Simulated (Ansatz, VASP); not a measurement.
**Ni3Ge in VASP and in Ansatz**

```
Ni Ge
1.0
     3.64829    0.00000    0.00000
     0.00000    3.52491    0.00000
     0.00000    0.00000    3.52491
Ni Ge
3 1
Direct
  0.50000 0.00000 0.50000
  0.00000 0.50000 0.50000
  0.50000 0.50000 0.00000
  0.00000 0.00000 0.00000
```

Change from the starting cell: strain +0.0350 x Voigt [1, 0, 0, 0, 0, 0], atoms carried along.

Alike in both runs: task single point; functional PBEsol; k mesh 14 × 14 × 14; occupations gaussian, width 0.15 eV; no spin polarisation.

|  | VASP | Ansatz |
| --- | --- | --- |
| version | VASP 6.6.1 | Ansatz 0.2.0 |
| potentials or method | VASP PAW PBE potentials, release 64 (Ni, Ge_d), cutoff 520 eV | scalar-relativistic, plane waves, PAW |
| valence electrons in the cell | 44 | 68 |

|  | VASP | Ansatz | Ansatz less VASP |
| --- | --- | --- | --- |
| gap on the k mesh at the Fermi level (eV) | none | none | - |
| pressure (GPa) | -6.4 | -6.8 | -0.39 |
| traceless stress, the component that is largest in VASP (GPa) | -3.31 | -3.35 | -0.041 |

VASP's potentials were made for PBE, not for PBEsol. A gap of «none» marks a metal or a gap that the smearing closes. VASP's potentials hold 44 valence electrons a cell and Ansatz's 68, so a difference there can come from the potentials and not from the codes.
